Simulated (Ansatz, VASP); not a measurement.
Two plane-wave programs on Ge

```
Ge
1.0
     5.07530    2.93023    1.98253
    -5.07530    2.93023    1.98253
     0.00000   -5.86045    1.98253
Ge
8
Direct
  0.71604 0.71604 0.71604
  0.28396 0.28396 0.28396
  0.02894 0.72536 0.53229
  0.53229 0.02894 0.72536
  0.72536 0.53229 0.02894
  0.97106 0.27464 0.46771
  0.46771 0.97106 0.27464
  0.27464 0.46771 0.97106
```

Alike in both runs: task single point; functional LDA; k mesh 9 × 9 × 9; occupations gaussian, width 0.15 eV; no spin polarisation.

```csv
,VASP,Ansatz
version,VASP 6.6.1,Ansatz 0.2.0
potentials or method,"VASP PAW LDA potentials, release 64 (Ge_d), cutoff 520 eV","scalar-relativistic, plane waves, PAW"
valence electrons in the cell,112,112
```

|  | VASP | Ansatz | Ansatz less VASP |
| --- | --- | --- | --- |
| gap on the k mesh at the Fermi level (eV) | none | none | - |
| pressure (GPa) | -6.1 | -6.2 | -0.05 |
| traceless stress, the component that is largest in VASP (GPa) | 1.13 | 1.13 | -0.002 |
| rms of the force components (eV/Å) | 0.140 | 0.141 | +0.0019 |

Ansatz warns that its potentials were made for another functional, while VASP's fit it. LDA's correlation is that of Perdew and Zunger in VASP and of Perdew and Wang (1992) in Ansatz. Atom by atom the forces differ by 0.003 eV/Å (rms over components). A gap of «none» marks a metal or a gap that the smearing closes.
